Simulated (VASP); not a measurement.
# AlRu (rocksalt type) (Fm-3m) in VASP: notebook

The runs below take AlRu (rocksalt type) through single point, with PBEsol.

All numbers are computed with VASP 6.6.1; they aren't measurements. Logs are shortened: lines on timing, memory, paths and dates and some standing lists are left out, and cuts for length are marked.

### Step 1. The cell of the first run

The structure is cubic, space group Fm-3m (No. 225). Conventional cell: a = 4.040 Å, b = 4.040 Å, c = 4.040 Å, α = 90.00°, β = 90.00°, γ = 90.00°. Within 2.7 Å of Ru (site symmetry m-3m) lie 6 Al at 2.02 Å. Al (site symmetry m-3m) has 6 Ru at 2.02 Å within 2.7 Å.

### Step 2. Single point, PBEsol (volume scaled by 0.55)

The input, INCAR:

```
PREC = Accurate ; ENCUT = 520
EDIFF = 1E-6 ; ISMEAR = -1
SIGMA = 0.05 ; LREAL = F
LASPH = T ; NELM = 100
ALGO = Normal ; ISIF = 2
LWAVE = F ; LCHARG = T
GGA = PS ; LELF = T
LVHAR = T ; NBANDS = 16
```

The input, KPOINTS:

```
regular mesh
0
Gamma
  14 14 14
```

The input, POSCAR:

```
AlRu
1.0
    0.0000000000      2.0198335533      2.0198335533
    2.0198335533      0.0000000000      2.0198335533
    2.0198335533      2.0198335533      0.0000000000
Ru Al
1 1
Direct
    0.0000000000      0.0000000000      0.0000000000
    0.5000000000      0.5000000000      0.5000000000
```

Potentials or basis: VASP PAW PBE potentials, release 64 (Ru_pv, Al).

Run with:

```console
> cat potpaw_PBE.64/Ru_pv/POTCAR potpaw_PBE.64/Al/POTCAR > POTCAR
> mpirun -np 1 vasp_std > vasp.out
```

OUTCAR:

```text
PREC = Accurate
   ENCUT = 520
   EDIFF = 1E-6
   ISMEAR = -1
   LREAL = F
   LASPH = T
   NELM = 100
   ISIF = 2
   GGA = PS

 ion  position               nearest neighbor table
   1  0.000  0.000  0.000-   2 2.02   2 2.02   2 2.02   2 2.02   2 2.02   2 2.02
   2  0.500  0.500  0.500-   1 2.02   1 2.02   1 2.02   1 2.02   1 2.02   1 2.02

  LATTYP: Found a face centered cubic cell.
 ALAT       =     4.0396671066

  Lattice vectors:

 A1 = (   0.0000000000,   2.0198335533,   2.0198335533)
 A2 = (   2.0198335533,   0.0000000000,   2.0198335533)
 A3 = (   2.0198335533,   2.0198335533,   0.0000000000)

Analysis of symmetry for initial positions (statically):
=====================================================================
 Subroutine PRICEL returns:
 Original cell was already a primitive cell.

 Routine SETGRP: Setting up the symmetry group for a
 face centered cubic supercell.

 Subroutine GETGRP returns: Found 48 space group operations
 (whereof 48 operations were pure point group operations)
 out of a pool of 48 trial point group operations.

The static configuration has the point symmetry O_h .

Analysis of symmetry for dynamics (positions and initial velocities):
=====================================================================
 Subroutine PRICEL returns:
 Original cell was already a primitive cell.

 Routine SETGRP: Setting up the symmetry group for a
 face centered cubic supercell.

 Subroutine GETGRP returns: Found 48 space group operations
 (whereof 48 operations were pure point group operations)
 out of a pool of 48 trial point group operations.

The dynamic configuration has the point symmetry O_h .

 Subroutine INISYM returns: Found 48 space group operations
 (whereof 48 operations are pure point group operations),
 and found     1 'primitive' translations

----------------------------------------------------------------------------------------

                                     Primitive cell

  volume of cell :      16.4807

  direct lattice vectors                    reciprocal lattice vectors
     0.000000000  2.019833553  2.019833553    -0.247545150  0.247545150  0.247545150
     2.019833553  0.000000000  2.019833553     0.247545150 -0.247545150  0.247545150
[... 74 lines left out ...]
   NGXF,Y,Z  is equivalent  to a cutoff of  27.94, 27.94, 27.94 a.u.
 SYSTEM =  unknown system
   PREC   = accura    normal or accurate (medium, high low for compatibility)
   ISTART =      0    job   : 0-new  1-cont  2-samecut
   ICHARG =      2    charge: 1-file 2-atom 10-const
   ISPIN  =      1    spin polarized calculation?
   LNONCOLLINEAR =      F non collinear calculations
   LSORBIT =      F    spin-orbit coupling
   LASPH  =      T    aspherical Exc in radial PAW
   ENCUT  =  520.0 eV  38.22 Ry    6.18 a.u.   5.31  5.31  5.31*2*pi/ulx,y,z
   NELM   =    100;   NELMIN=  2; NELMDL= -5     # of ELM steps
   EDIFF  = 0.1E-05   stopping-criterion for ELM
   LREAL  =      F    real-space projection
   EDIFFG = 0.1E-04   stopping-criterion for IOM
   NSW    =      0    number of steps for IOM
   IBRION =     -1    ionic relax: 0-MD 1-quasi-New 2-CG
   NFREE  =      0    steps in history (QN), initial steepest desc. (CG)
   ISIF   =      2    stress and relaxation
   ISYM   =      2    0-nonsym 1-usesym 2-fastsym
   POTIM  = 0.5000    time-step for ionic-motion
   TEBEG  =    0.0;   TEEND  =   0.0 temperature during run
   PSTRESS=    0.0 pullay stress
   NELECT =      17.0000    total number of electrons
   NUPDOWN=      -1.0000    fix difference up-down
   EMIN   =  10.00;   EMAX   =-10.00  energy-range for DOS
   EFERMI =   0.00;   METHOD = LEGACY
   ISMEAR =    -1;   SIGMA  =   0.05  broadening in eV -4-tet -1-fermi 0-gaus
   EFERMI_NEDOS =   21; number of points for ismear=-14 and -15
   IALGO  =     38    algorithm
   IMIX   =      4    mixing-type and parameters
     AMIX     =   0.40;   BMIX     =  1.00
     AMIX_MAG =   1.60;   BMIX_MAG =  1.00
  volume/ion in A,a.u.               =       8.24        55.61
  Fermi-wavevector in a.u.,A,eV,Ry     =   1.654114  3.125823 37.226827  2.736095
  Thomas-Fermi vector in A             =   2.742437
   LORBIT       =      0    0 simple, 1 ext, 2 COOP (PROOUT), +10 PAW based schemes
   GGA     = PS    functional components
   LHFCALC =     F    Hartree Fock is set to
   AEXX    =    0.0000 exact exchange contribution
   IVDW    =     0    specifies the selected vdW correction
   LEPSILON=     F    determine dielectric tensor
   LRPA    =     F    only Hartree local field effects (RPA)
 non-spin polarized calculation
  energy-cutoff  :      520.00
  volume of cell :       16.48
 maximum number of plane-waves:       459
 NGX is ok and might be reduce to    24
   NGX = 11   NGY = 11   NGZ = 11

 number of electron      16.9999999 magnetization

 Free energy of the ion-electron system (eV)
  ---------------------------------------------------
  ext. energy  EPLUGINS =         0.00000000
  ---------------------------------------------------
  free energy    TOTEN  =        -5.59574117 eV

  energy without entropy =       -5.58861130  energy(sigma->0) =       -5.59217624

 E-fermi :  20.1320     XC(G=0): -15.3027

 val. band max:       20.1184083329   @ k =   0.5000   0.4286   0.0714
 cond. band min:      20.1697839344   @ k =   0.5000   0.2857   0.0714
 fundamental gap:      0.0513756016
 Fermi energy:        20.1319944793

 k-point     1 :       0.0000    0.0000    0.0000
  band No.  band energies     occupation
      1     -22.7895      2.00000
      2     -22.7895      2.00000
      3     -22.7895      2.00000
      4       6.9104      2.00000
      5      14.4018      2.00000
      6      14.4018      2.00000
[... 433 lines left out ...]
      3     -22.9051      2.00000
      4       9.2743      2.00000
      5      12.9492      2.00000
      6      14.2191      2.00000
[... 8 lines left out ...]
     15      34.8449      0.00000
     16      35.3662      0.00000

 [... further k-points ...]
[... 5 lines left out ...]
  --------------------------------------------------------------------------------------
  -------------------------------------------------------------------------------------
  Total       33.6041967     33.6041967     33.6041967      0.0000000      0.0000000      0.0000000
  in kB     3266.8361875   3266.8361875   3266.8361875      0.0000000      0.0000000      0.0000000
  external PRESSURE =    3266.8361875 kB  Pullay stress =       0.0000000 kB

 VOLUME and BASIS-vectors are now :
 -----------------------------------------------------------------------------
  energy-cutoff  :      520.00
  volume of cell :       16.48
      direct lattice vectors                 reciprocal lattice vectors
     0.000000000  2.019833553  2.019833553    -0.247545150  0.247545150  0.247545150
     2.019833553  0.000000000  2.019833553     0.247545150 -0.247545150  0.247545150
     2.019833553  2.019833553  0.000000000     0.247545150  0.247545150 -0.247545150

 POSITION                                       TOTAL-FORCE (eV/Angst)
 -----------------------------------------------------------------------------------
      0.00000      0.00000      0.00000        -0.000000      0.000000     -0.000000
      2.01983      2.01983      2.01983         0.000000     -0.000000      0.000000
 -----------------------------------------------------------------------------------
    total drift:                                0.000000     -0.000000     -0.000000

  FREE ENERGIE OF THE ION-ELECTRON SYSTEM (eV)
  ---------------------------------------------------
  free  energy   TOTEN  =        -5.5957411708 eV

  energy  without entropy=       -5.5886113049  energy(sigma->0) =       -5.59217624
```

OSZICAR:

```text
N       E                     dE             d eps       ncg     rms          rms(c)
DAV:   1     0.136995431252E+03    0.13700E+03   -0.90270E+03  3336   0.108E+03
DAV:   2    -0.374473986747E+01   -0.14074E+03   -0.13344E+03  3872   0.324E+02
DAV:   3    -0.580729362542E+01   -0.20626E+01   -0.20582E+01  4072   0.412E+01
DAV:   4    -0.581741017858E+01   -0.10117E-01   -0.10116E-01  4064   0.306E+00
DAV:   5    -0.581751816453E+01   -0.10799E-03   -0.10798E-03  4000   0.308E-01    0.323E+01
DAV:   6    -0.564033668374E+01    0.17718E+00   -0.16733E-01  3592   0.489E+00    0.158E+01
DAV:   7    -0.559785485783E+01    0.42482E-01   -0.17168E-02  3376   0.134E+00    0.387E+00
DAV:   8    -0.559584573295E+01    0.20091E-02   -0.42200E-03  4320   0.637E-01    0.607E-01
DAV:   9    -0.559574837478E+01    0.97358E-04   -0.19210E-04  3800   0.145E-01    0.130E-01
DAV:  10    -0.559574031047E+01    0.80643E-05   -0.10097E-05  4096   0.309E-02    0.661E-03
DAV:  11    -0.559574117084E+01   -0.86037E-06   -0.50800E-07  2400   0.743E-03
   1 F= -.55957412E+01 E0= -.55921762E+01  d E =-.712987E-02
```

Wall time 26 s (1 thread of Intel Xeon 8259CL, shared host); peak memory 0.16 GiB.

Results:

```
Free energy : -5.5957 eV
Pressure    : 326.7 GPa
```

Caveat: the PAW data sets were made with another functional, which shifts forces and pressure a little.

### Step 3. Single point, PBEsol (volume scaled by 0.55)

The input, INCAR:

```
SYSTEM = AlRu
PREC = Accurate ; ENCUT = 520
EDIFF = 1E-6 ; ISMEAR = -1
SIGMA = 0.05 ; LREAL = .FALSE.
LASPH = .TRUE. ; NELM = 60
ALGO = Normal ; ISIF = 2
LWAVE = .FALSE. ; LCHARG = .FALSE.
GGA = PS ; NBANDS = 16
```

The input, KPOINTS:

```
regular mesh
0
G
  14 14 14
  0 0 0
```

POSCAR is that of step 2.

Potentials or basis: VASP PAW PBE potentials, release 64 (Ru_pv, Al).

Run with:

```console
> cat potpaw_PBE.64/Ru_pv/POTCAR potpaw_PBE.64/Al/POTCAR > POTCAR
> mpirun -np 1 vasp_std > vasp.out
```

Wall time 26 s (1 thread of Intel Xeon 8259CL, shared host); peak memory 0.16 GiB.

It converged, with:

| Quantity | Value |
| --- | --- |
| Free energy | -5.5957 eV |
| Pressure | 326.7 GPa |

Levels at points of the mesh, in eV from the Fermi level:
```tsv
k point	band 7	band 8	band 9	band 10	band 11	band 12
(0.00, 0.00, 0.00)	-5.73	-4.46	-4.46	8.69	10.26	10.26
(0.50, 0.00, 0.00)	-4.98	-1.01	-1.01	3.87	8.13	9.59
(0.50, 0.50, 0.00)	-2.54	-0.03	-0.03	4.20	4.20	5.18
```

Caveat: the PAW data sets were made with another functional, which shifts forces and pressure a little.

### Step 4. Single point, PBEsol (volume scaled by 0.64)

The input, INCAR:

```
PREC = Accurate ; ENCUT = 520
EDIFF = 1E-6 ; ISMEAR = -1
SIGMA = 0.05 ; LREAL = False
LASPH = True ; NELM = 100
ALGO = Normal ; ISIF = 2
LWAVE = False ; LCHARG = False
GGA = PS ; NBANDS = 16
```

The input, KPOINTS:

```
Automatic mesh
0
Gamma
  14 14 14
```

The input, POSCAR:

```
AlRu
1.0
    0.0000000000      2.1244899316      2.1244899316
    2.1244899316      0.0000000000      2.1244899316
    2.1244899316      2.1244899316      0.0000000000
Ru Al
1 1
Direct
    0.0000000000      0.0000000000      0.0000000000
    0.5000000000      0.5000000000      0.5000000000
```

Run with:

```console
> cat potpaw_PBE.64/Ru_pv/POTCAR potpaw_PBE.64/Al/POTCAR > POTCAR
> mpirun -np 1 vasp_std > vasp.out
```

Run time: 30 s. Hardware: 1 thread of Intel Xeon 8259CL, shared host; peak memory 0.16 GiB.

The run converged. Its results:

```
Free energy : -9.7251 eV
Pressure    : 178.6 GPa
```

Levels at points of the mesh, in eV from the Fermi level:
```
           k point  band 5  band 6  band 7  band 8  band 9  band 10  band 11  band 12  band 13  band 14
(0.00, 0.00, 0.00)   -4.45   -4.45   -4.45   -3.50   -3.50     9.34     9.34     9.34     9.38    12.62
(0.50, 0.00, 0.00)   -5.08   -5.08   -5.01   -0.73   -0.73     3.00     8.12     9.36     9.36    12.62
(0.50, 0.50, 0.00)   -7.28   -3.47   -1.97    0.07    0.07     3.63     3.63     4.23    12.62    14.52
```

Caveat: the PAW data sets were made with another functional, which shifts forces and pressure a little.
